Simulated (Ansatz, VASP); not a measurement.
# BN in VASP and in Ansatz

```
CELL_PARAMETERS angstrom
-2.50644 0.00000 0.00000
-1.25322 -2.17064 0.00000
0.00000 0.00000 12.93369
ATOMIC_POSITIONS crystal
B 0.33333 0.33333 0.89530
B 0.33333 0.33333 0.38370
B 0.66667 0.66667 0.12790
B 0.66667 0.66667 0.63950
N 0.33333 0.33333 0.12790
N 0.33333 0.33333 0.63950
N 0.66667 0.66667 0.89530
N 0.66667 0.66667 0.38370
```

Alike in both runs: task single point; functional PBE; dispersion D3(BJ); k mesh 10 × 10 × 2; occupations gaussian, width 0.05 eV; no spin polarisation.

```csv
,VASP,Ansatz
version,VASP 6.6.1,Ansatz 0.2.0
potentials or method,"VASP PAW PBE potentials, release 64 (B, N), cutoff 520 eV","scalar-relativistic, plane waves, PAW"
valence electrons in the cell,32,32
```

|  | VASP | Ansatz | Ansatz less VASP |
| --- | --- | --- | --- |
| gap on the k mesh at the Fermi level (eV) | 4.16 | 4.17 | +0.007 |
| least direct gap on the mesh (eV) | 4.57 | 4.58 | +0.007 |
| pressure (GPa) | 0.4 | 0.4 | -0.07 |
| traceless stress, the component that is largest in VASP (GPa) | 0.52 | 0.74 | +0.213 |
| rms of the force components (eV/Å) | 0.036 | 0.036 | +0.0002 |

Atom by atom the forces differ by 0.000 eV/Å (rms over components).
